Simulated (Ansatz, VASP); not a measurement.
# One calculation of Ni, two programs

Contents of INCAR:

```
SYSTEM = Ni
PREC = Accurate ; ENCUT = 590
EDIFF = 1E-6 ; ISMEAR = -1
SIGMA = 0.05 ; LREAL = .False.
LASPH = .True. ; NELM = 200
ALGO = Normal ; ISIF = 2
LWAVE = .False. ; LCHARG = .False.
ISPIN = 2 ; MAGMOM = 1 1
LORBIT = 11 ; LMAXMIX = 4
GGA = PS ; NBANDS = 29
GGA_COMPAT = .False.
```

File KPOINTS:

```
regular mesh
0
Gamma
  7 7 4
  0 0 0
```

The input POSCAR:

```
Ni
1.0
    2.4480228978      0.0000000000      0.0000000000
   -1.2240114489      2.1200500186      0.0000000000
    0.0000000000      0.0000000000      4.0728075700
Ni
2
Direct
    0.6666666667      0.3333333333      0.7500000000
    0.3333333333      0.6666666667      0.2500000000
```

input.yaml

```yaml
crystal:
  lattice:
    - [2.4480228978, 0.0, 0.0]
    - [-1.2240114489, 2.1200500186, 0.0]
    - [0.0, 0.0, 4.07280757]
  atoms:
    - { symbol: Ni, position: [0.6666666667, 0.3333333333, 0.75], spin: 1.0 }
    - { symbol: Ni, position: [0.3333333333, 0.6666666667, 0.25], spin: 1.0 }
hamiltonian:
  xc: pbesol
  pseudopotentials: { kind: paw }
magnetization:
  spin_polarized: true
kpoints:
  mp_grid: { grid: [7, 7, 4] }
  band_path:
    path:
      - [[0.0, 0.0, 0.0], [0.5, 0.0, 0.0], [0.3333333333, 0.3333333333, 0.0], [0.0, 0.0, 0.0], [0.0, 0.0, 0.5], [0.5, 0.0, 0.5], [0.3333333333, 0.3333333333, 0.5], [0.0, 0.0, 0.5]]
      - [[0.5, 0.0, 0.5], [0.5, 0.0, 0.0]]
      - [[0.3333333333, 0.3333333333, 0.0], [0.3333333333, 0.3333333333, 0.5]]
    npoints: 14
scf:
  occupations: { method: fermi_dirac, width: 0.05 }
  n_extra_bands: 6
output:
  forces: true
  stress: true
  eigenvalues: true
  fatbands: false
```

Alike in both runs: functional PBEsol; k mesh 7 × 7 × 4; occupations fermi-dirac, width 0.05 eV; collinear spin.

|  | VASP | Ansatz |
| --- | --- | --- |
| version | VASP 6.6.1 | Ansatz 0.2.0 |
| potentials or method | VASP PAW PBE potentials, release 64 (Ni_sv_GW) | Ansatz PAW |
| plane-wave cutoff (eV) | 590 | 420 |
| valence electrons in the cell | 36 | 36 |
| task | single point | band structure |

```tsv
	VASP	Ansatz	Ansatz less VASP
gap on the k mesh at the Fermi level (eV)	none	none	-
pressure (GPa)	-7.3	-3.1	+4.17
traceless stress, the component that is largest in VASP (GPa)	-2.17	-2.20	-0.028
net moment per atom (μB)	0.65	0.65	+0.005
size of the moment on the site where the two differ most (μB)	0.68	0.68	+0.004
```

VASP's potentials were made for PBE, not for PBEsol. Site moments also hang on the region over which each program counts them. A gap of «none» marks a metal or a gap that the smearing closes. One of these differences is far larger than is usual between the two programs; its cause wasn't traced.

The k mesh is coarse, so the values compare programs but aren't converged.
